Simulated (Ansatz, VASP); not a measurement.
## One calculation of BiS, two programs

INCAR

```
PREC = Accurate
ENCUT = 520
EDIFF = 1E-6
ISMEAR = 0
SIGMA = 0.05
LREAL = F
LASPH = T
NELM = 80
ALGO = Normal
ISIF = 2
LWAVE = F
LCHARG = F
GGA = PS
NBANDS = 18
```

The input KPOINTS:

```
Automatic mesh
0
Gamma
  8 8 8
```

Contents of POSCAR:

```
BiS
1.0
    0.0000000000      3.1716206091      3.1716206091
    3.1716206091      0.0000000000      3.1716206091
    3.1716206091      3.1716206091      0.0000000000
Bi S
1 1
Direct
    0.0000000000      0.0000000000      0.0000000000
    0.2500000000      0.2500000000      0.2500000000
```

Input for Ansatz:

```yaml
crystal:
  lattice:
    - [0.0, 3.1716206091, 3.1716206091]
    - [3.1716206091, 0.0, 3.1716206091]
    - [3.1716206091, 3.1716206091, 0.0]
  atoms:
    - { symbol: Bi, position: [0.0, 0.0, 0.0] }
    - { symbol: S, position: [0.25, 0.25, 0.25] }
basis:
  ecutwfc: 420
  ecutrho_ratio: 4
kpoints:
  mp_grid: { grid: [8, 8, 8] }
hamiltonian:
  xc: pbesol
scf:
  occupations: { method: gaussian, width: 0.05 }
output:
  forces: true
  stress: true
  eigenvalues: true
```

Alike in both runs: task single point; functional PBEsol; k mesh 8 × 8 × 8; occupations gaussian, width 0.05 eV; no spin polarisation.

|  | VASP | Ansatz |
| --- | --- | --- |
| version | VASP 6.6.1 | Ansatz 0.2.0 |
| potentials or method | VASP PAW PBE potentials, release 64 (Bi_d, S), cutoff 520 eV | scalar-relativistic, plane waves, PAW |
| valence electrons in the cell | 21 | 21 |

```tsv
	VASP	Ansatz	Ansatz less VASP
gap on the k mesh at the Fermi level (eV)	none	none	-
pressure (GPa)	2.0	2.0	0.00
```

VASP's potentials were made for PBE, not for PBEsol. A gap of «none» marks a metal or a gap that the smearing closes. With one functional, cell and mesh, what is left measures potentials, basis and numerics.

Spin-orbit coupling is off throughout.
